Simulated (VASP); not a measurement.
Wanted: the native input for a VASP 6.6.1 run.

| Item | Value |
| --- | --- |
| Task | single point |
| Functional | PBEsol |
| Dispersion | D3(BJ) |
| Potentials or basis | VASP PAW PBE potentials, release 64 (Zn) |
| Cutoff | 520 eV |
| k mesh | 14 × 14 × 14 |
| Occupations | fermi-dirac, width 0.05 eV |
| Spin | collinear spin |
| Starting moments | [0.2] μB |
| Dipole correction | no |
| Further INCAR settings | ALGO = Normal; EDIFF = 1e-06; NBANDS = 16 |

The structure of Zn lies in POSCAR:

```
Zn
1.0
    0.0000000000      1.9647760000      1.9647760000
    1.9647760000      0.0000000000      1.9647760000
    1.9647760000      1.9647760000      0.0000000000
Zn
1
Direct
    0.0000000000      0.0000000000      0.0000000000
```

This isn't the form of Zn at room conditions, which is hcp.

One way to write it, as run:

INCAR

```
ALGO = Normal
EDIFF = 1E-6
ENCUT = 520
GGA = PS
ISIF = 2
ISMEAR = -1
ISPIN = 2
IVDW = 12
LASPH = True
LCHARG = False
LORBIT = 11
LREAL = False
LWAVE = False
MAGMOM = 0.2
NBANDS = 16
NELM = 150
PREC = Accurate
SIGMA = 0.05
```

KPOINTS

```
k-points
0
Gamma
  14 14 14
```

Potentials or basis: VASP PAW PBE potentials, release 64 (Zn).

Command:

```bash
$ cat potpaw_PBE.64/Zn/POTCAR > POTCAR
$ mpirun -np 1 vasp_std > vasp.out
```

It gave:

The pressure is -8.2 GPa. The band gap on the k mesh is zero (filled and empty bands overlap). The net moment is 0.00 μB per cell and the valence electrons inside the program's atomic spheres are Zn 10.75. The dispersion energy per atom is -0.360 eV.

Caveat: three body term missing; the cell stands under tension; the PAW data sets were made with another functional, which shifts forces and pressure a little.

Run time: 54 s on 1 thread of Intel Xeon 8259CL (shared host), peak memory 0.18 GiB.
